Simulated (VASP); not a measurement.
# InSb (I-4m2) in VASP: a series of runs, part 2 of 2

VASP 6.6.1.

### 5 Single point, PBE

This run uses another cell than the first one, of 31.44 Å³/atom.

Input file INCAR:

```
SYSTEM = InSb
PREC     = Accurate       ! precision mode
ENCUT    = 520            ! plane-wave cutoff, eV
EDIFF    = 1E-7           ! SCF threshold, eV
ISMEAR   = 0              ! smearing method
SIGMA    = 0.15           ! smearing width, eV
LREAL    = .False.        ! projectors in reciprocal space
LASPH    = .True.         ! aspherical terms in the spheres
NELM     = 80             ! most SCF steps
ALGO     = Normal         ! electronic algorithm
ISIF     = 2              ! what is computed and relaxed
LWAVE    = .False.        ! write WAVECAR
LCHARG   = .True.         ! write CHGCAR
GGA      = PE             ! functional
LELF     = .True.         ! ELF
LVHAR    = .True.       
NBANDS   = 16             ! bands
```

Input file KPOINTS:

```
Automatic mesh
0
Gamma
  16 16 16
  0 0 0
```

Input file POSCAR:

```
InSb
1.0
   -3.0567500000      3.0567500000      1.6824500000
    3.0567500000     -3.0567500000      1.6824500000
    3.0567500000      3.0567500000     -1.6824500000
In Sb
1 1
Direct
    0.2500000000      0.7500000000      0.5000000000
    0.0000000000      0.0000000000      0.0000000000
```

Potentials or basis: VASP PAW PBE potentials, release 64 (In_d, Sb).

Command:

```
$ cat potpaw_PBE.64/In_d/POTCAR potpaw_PBE.64/Sb/POTCAR > POTCAR
$ mpirun -np 1 vasp_std > vasp.out
```

OUTCAR:

```text
SYSTEM = InSb
   PREC = Accurate
   ENCUT = 520
   EDIFF = 1E-7
   ISMEAR = 0
   LREAL = .False.
   LASPH = .True.
   NELM = 80
   ISIF = 2
   GGA = PE

 ion  position               nearest neighbor table
   1  0.250  0.750  0.500-   2 3.17   2 3.17   2 3.17   2 3.17
   2  0.000  0.000  0.000-   1 3.17   1 3.17   1 3.17   1 3.17

  LATTYP: Found a body centered tetragonal cell.
 ALAT       =     6.1135000000
 C/A-ratio  =     0.5504048417

  Lattice vectors:

 A1 = (  -3.0567500000,   3.0567500000,   1.6824500000)
 A2 = (   3.0567500000,  -3.0567500000,   1.6824500000)
 A3 = (   3.0567500000,   3.0567500000,  -1.6824500000)

Analysis of symmetry for initial positions (statically):
=====================================================================
 Subroutine PRICEL returns:
 Original cell was already a primitive cell.

 Routine SETGRP: Setting up the symmetry group for a
 body centered tetragonal supercell.

 Subroutine GETGRP returns: Found  8 space group operations
 (whereof  8 operations were pure point group operations)
 out of a pool of 16 trial point group operations.

The static configuration has the point symmetry D_2d.

Analysis of symmetry for dynamics (positions and initial velocities):
=====================================================================
 Subroutine PRICEL returns:
 Original cell was already a primitive cell.

 Routine SETGRP: Setting up the symmetry group for a
 body centered tetragonal supercell.

 Subroutine GETGRP returns: Found  8 space group operations
 (whereof  8 operations were pure point group operations)
 out of a pool of 16 trial point group operations.

The dynamic configuration has the point symmetry D_2d.

 Subroutine INISYM returns: Found  8 space group operations
 (whereof  8 operations are pure point group operations),
 and found     1 'primitive' translations

----------------------------------------------------------------------------------------

                                     Primitive cell

  volume of cell :      62.8814

  direct lattice vectors                    reciprocal lattice vectors
    -3.056750000  3.056750000  1.682450000     0.000000000  0.163572422  0.297185652
     3.056750000 -3.056750000  1.682450000     0.163572422  0.000000000  0.297185652
     3.056750000  3.056750000 -1.682450000     0.163572422  0.163572422  0.000000000

  length of vectors
     4.638758361  4.638758361  4.638758361     0.339227429  0.339227429  0.231326337

  position of ions in fractional coordinates (direct lattice)
     0.250000000  0.750000000  0.500000000
     0.000000000  0.000000000  0.000000000

  ion indices of the primitive-cell ions
   primitive index   ion index
                 1           1
                 2           2

----------------------------------------------------------------------------------------

 KPOINTS: Automatic mesh

Automatic generation of k-mesh.
 Grid dimensions read from file:
 generate k-points for:   16   16   16

 Generating k-lattice:

  Cartesian coordinates                     Fractional coordinates (reciprocal lattice)
     0.000000000  0.010223276  0.018574103     0.062500000 -0.000000000  0.000000000
     0.010223276  0.000000000  0.018574103    -0.000000000  0.062500000  0.000000000
     0.010223276  0.010223276  0.000000000     0.000000000  0.000000000  0.062500000

  Length of vectors
     0.021201714  0.021201714  0.014457896

  Shift w.r.t. Gamma in fractional coordinates (k-lattice)
     0.000000000  0.000000000  0.000000000

 Subroutine IBZKPT returns following result:
 ===========================================

 Found    349 irreducible k-points:

 Following reciprocal coordinates:
            Coordinates               Weight
  0.000000  0.000000  0.000000      1.000000
  0.062500  0.000000 -0.000000      8.000000
  0.125000  0.000000 -0.000000      8.000000
  0.187500  0.000000  0.000000      8.000000
  0.250000  0.000000 -0.000000      8.000000
  0.312500  0.000000 -0.000000      8.000000
[... 16 lines left out ...]
 -0.125000  0.062500  0.000000     16.000000
 -0.062500  0.062500  0.000000      4.000000
 [... further k-points ...]
   k-points           NKPTS =    349   k-points in BZ     NKDIM =    349   number of bands    NBANDS=     16
   number of dos      NEDOS =    301   number of ions     NIONS =      2
   total plane-waves  NPLWV =  46656
   dimension x,y,z NGX =    36 NGY =   36 NGZ =   36
   dimension x,y,z NGXF=    72 NGYF=   72 NGZF=   72
   ions per type =               1   1
   NGX,Y,Z   is equivalent  to a cutoff of  12.90, 12.90, 12.90 a.u.
   NGXF,Y,Z  is equivalent  to a cutoff of  25.80, 25.80, 25.80 a.u.
 SYSTEM =  InSb
   PREC   = accura    normal or accurate (medium, high low for compatibility)
   ISTART =      0    job   : 0-new  1-cont  2-samecut
   ICHARG =      2    charge: 1-file 2-atom 10-const
   ISPIN  =      1    spin polarized calculation?
   LNONCOLLINEAR =      F non collinear calculations
   LSORBIT =      F    spin-orbit coupling
   LASPH  =      T    aspherical Exc in radial PAW
   ENCUT  =  520.0 eV  38.22 Ry    6.18 a.u.   8.63  8.63  8.63*2*pi/ulx,y,z
   NELM   =     80;   NELMIN=  2; NELMDL= -5     # of ELM steps
   EDIFF  = 0.1E-06   stopping-criterion for ELM
   LREAL  =      F    real-space projection
   EDIFFG = 0.1E-05   stopping-criterion for IOM
   NSW    =      0    number of steps for IOM
   IBRION =     -1    ionic relax: 0-MD 1-quasi-New 2-CG
   NFREE  =      0    steps in history (QN), initial steepest desc. (CG)
   ISIF   =      2    stress and relaxation
   ISYM   =      2    0-nonsym 1-usesym 2-fastsym
   POTIM  = 0.5000    time-step for ionic-motion
   TEBEG  =    0.0;   TEEND  =   0.0 temperature during run
   PSTRESS=    0.0 pullay stress
   NELECT =      18.0000    total number of electrons
   NUPDOWN=      -1.0000    fix difference up-down
   EMIN   =  10.00;   EMAX   =-10.00  energy-range for DOS
   EFERMI =   0.00;   METHOD = LEGACY
   ISMEAR =     0;   SIGMA  =   0.15  broadening in eV -4-tet -1-fermi 0-gaus
   EFERMI_NEDOS =   21; number of points for ismear=-14 and -15
   IALGO  =     38    algorithm
   IMIX   =      4    mixing-type and parameters
     AMIX     =   0.40;   BMIX     =  1.00
     AMIX_MAG =   1.60;   BMIX_MAG =  1.00
  volume/ion in A,a.u.               =      31.44       212.17
  Fermi-wavevector in a.u.,A,eV,Ry     =   1.078926  2.038875 15.838288  1.164081
  Thomas-Fermi vector in A             =   2.214878
   LORBIT       =      0    0 simple, 1 ext, 2 COOP (PROOUT), +10 PAW based schemes
   GGA     = PE    functional components
   LHFCALC =     F    Hartree Fock is set to
   AEXX    =    0.0000 exact exchange contribution
   IVDW    =     0    specifies the selected vdW correction
   LEPSILON=     F    determine dielectric tensor
   LRPA    =     F    only Hartree local field effects (RPA)
 non-spin polarized calculation
 Gauss-broadening in eV      SIGMA  =   0.15
  energy-cutoff  :      520.00
  volume of cell :       62.88
 maximum number of plane-waves:      1731
   NGX = 17   NGY = 17   NGZ = 17

 number of electron      18.0000001 magnetization

 Free energy of the ion-electron system (eV)
  ---------------------------------------------------
  ext. energy  EPLUGINS =         0.00000000
  ---------------------------------------------------
  free energy    TOTEN  =        -6.62192464 eV

  energy without entropy =       -6.61218650  energy(sigma->0) =       -6.61705557

 E-fermi :   5.9078     XC(G=0):  -9.4056

 val. band max:        5.8861056101   @ k =  -0.1250  -0.2500   0.0625
 cond. band min:       5.9087670062   @ k =   0.3125   0.0625  -0.0000
 fundamental gap:      0.0226613961
 Fermi energy:         5.9077696332

 k-point     1 :       0.0000    0.0000    0.0000
  band No.  band energies     occupation
      1      -8.7038      2.00000
      2      -8.5197      2.00000
      3      -8.5153      2.00000
      4      -8.4749      2.00000
      5      -8.4749      2.00000
      6      -4.6831      2.00000
[... 8 lines left out ...]
     15      14.5859      0.00000
     16      15.3903      0.00000
[... 419 lines left out ...]
 k-point    24 :      -0.0625    0.0625    0.0000
  band No.  band energies     occupation
      1      -8.7035      2.00000
      2      -8.5205      2.00000
      3      -8.5147      2.00000
      4      -8.4750      2.00000
      5      -8.4746      2.00000
      6      -4.6594      2.00000
[... 8 lines left out ...]
     15      14.5397      0.00000
     16      15.4779      0.00000

 [... further k-points ...]

------------------------ aborting loop because EDIFF is reached ----------------------------------------

  FORCE on cell =-STRESS in cart. coord.  units (eV):
  Direction    XX          YY          ZZ          XY          YZ          ZX
  --------------------------------------------------------------------------------------
  -------------------------------------------------------------------------------------
  Total       -1.4140515     -1.4140515     -1.5194336      0.0000000      0.0000000      0.0000000
  in kB      -36.0291322    -36.0291322    -38.7142028      0.0000000      0.0000000      0.0000000
  external PRESSURE =     -36.9241557 kB  Pullay stress =       0.0000000 kB

 VOLUME and BASIS-vectors are now :
 -----------------------------------------------------------------------------
  energy-cutoff  :      520.00
  volume of cell :       62.88
      direct lattice vectors                 reciprocal lattice vectors
    -3.056750000  3.056750000  1.682450000     0.000000000  0.163572422  0.297185652
     3.056750000 -3.056750000  1.682450000     0.163572422  0.000000000  0.297185652
     3.056750000  3.056750000 -1.682450000     0.163572422  0.163572422  0.000000000

 POSITION                                       TOTAL-FORCE (eV/Angst)
 -----------------------------------------------------------------------------------
      3.05675      0.00000      0.84123         0.000000     -0.000000     -0.000000
      0.00000      0.00000      0.00000        -0.000000      0.000000      0.000000
 -----------------------------------------------------------------------------------
    total drift:                               -0.000000      0.000000      0.000000

  FREE ENERGIE OF THE ION-ELECTRON SYSTEM (eV)
  ---------------------------------------------------
  free  energy   TOTEN  =        -6.6219246384 eV

  energy  without entropy=       -6.6121865009  energy(sigma->0) =       -6.61705557
```

Run time: 5.5 min. Hardware: 1 thread of AMD EPYC 7R13 (Zen 3), shared host; peak memory 0.46 GiB.

What came out:

| Quantity | Value |
| --- | --- |
| Free energy | -6.6219 eV |
| Pressure | -3.7 GPa |
| Band gap on the k mesh | zero (bands 9 and 10 overlap by 3.79 eV) |

Levels at points of the mesh, in eV from the Fermi level:
```csv
k point,band 6,band 7,band 8,band 9,band 10,band 11,band 12,band 13
"(0.00, 0.00, 0.00)",-10.59,-3.44,-1.71,-1.71,3.48,3.91,5.93,5.93
"(0.50, 0.00, 0.00)",-7.97,-4.42,-2.10,-1.07,-1.01,2.65,2.65,4.48
"(0.50, 0.50, 0.00)",-9.71,-6.73,-0.32,1.58,1.61,1.82,3.64,6.97
"(0.50, 0.50, 0.50)",-9.01,-5.11,-3.97,-3.97,3.14,5.35,8.03,8.03
```

Caveat: the cell stands under tension; spin-orbit coupling is left out, which moves the levels of the heavy elements.

### 6 Single point, PBE

This run uses another cell than the first one, of 31.61 Å³/atom.

Input file INCAR:

```
SYSTEM = InSb
PREC = Accurate
ENCUT = 520
EDIFF = 1E-6
ISMEAR = 0
SIGMA = 0.15
LREAL = .False.
LASPH = .True.
NELM = 60
ALGO = Normal
ISIF = 2
LWAVE = .False.
LCHARG = .True.
GGA = PE
LELF = .True.
LVHAR = .True.
NBANDS = 16
```

Input file KPOINTS:

```
regular mesh
0
Gamma
  16 16 16
  0 0 0
```

Input file POSCAR:

```
InSb
1.0
   -3.0074500000      3.0074500000      1.7471500000
    3.0074500000     -3.0074500000      1.7471500000
    3.0074500000      3.0074500000     -1.7471500000
In Sb
1 1
Direct
    0.2500000000      0.7500000000      0.5000000000
    0.0000000000      0.0000000000      0.0000000000
```

Potentials or basis: VASP PAW PBE potentials, release 64 (In_d, Sb).

Command:

```
$ cat potpaw_PBE.64/In_d/POTCAR potpaw_PBE.64/Sb/POTCAR > POTCAR
$ mpirun -np 1 vasp_std > vasp.out
```

It took 4.6 min on 1 thread of AMD EPYC 7R13 (Zen 3), shared host; peak memory 0.46 GiB.

The run converged. Its results:

```
Free energy            : -6.6037 eV
Pressure               : -3.6 GPa
Band gap on the k mesh : zero (bands 9 and 10 overlap by 4.17 eV)
```

Stress tensor (GPa, compression positive):
```
-3.22  0.00  0.00
 0.00 -3.22  0.00
 0.00  0.00 -4.43
```

Levels at points of the mesh, in eV from the Fermi level:
| k point | band 7 | band 8 | band 9 | band 10 | band 11 | band 12 |
| --- | --- | --- | --- | --- | --- | --- |
| (0.00, 0.00, 0.00) | -3.07 | -1.55 | -1.55 | 3.29 | 3.64 | 6.18 |
| (0.50, 0.00, 0.00) | -4.55 | -2.01 | -1.26 | -0.94 | 2.60 | 2.77 |
| (0.50, 0.50, 0.00) | -6.66 | -0.15 | 1.83 | 1.88 | 1.95 | 3.23 |
| (0.50, 0.50, 0.50) | -4.93 | -3.93 | -3.93 | 2.42 | 4.53 | 8.43 |

Caveat: the cell stands under tension; spin-orbit coupling is left out, which moves the levels of the heavy elements.

### 7 Overview

```tsv
cell	gap on the mesh (eV)	pressure (GPa)
a = 4.534 Å, angles 98.5, 98.5, 134.7°, 2 atoms	none	-2.5
a = 4.495 Å, angles 99.4, 99.4, 132.5°, 2 atoms	none	-2.0
a = 4.681 Å, angles 96.9, 96.9, 139.6°, 2 atoms	none	-3.5
a = 4.639 Å, angles 97.6, 97.6, 137.5°, 2 atoms	none	-3.7
a = 4.598 Å, angles 98.3, 98.3, 135.3°, 2 atoms	none	-3.6
```

Alike in all rows: task single point; level PBE; potentials or basis VASP PAW PBE potentials, release 64 (In_d, Sb); no spin polarisation; k mesh 16 × 16 × 16; cutoff (eV) 520; smearing gaussian 0.15 eV.

Caveats: spin-orbit coupling is left out, which moves the levels of the heavy elements; the cell stands under tension (at least some runs).

Absolute energies hang on the potentials; compare differences alone.
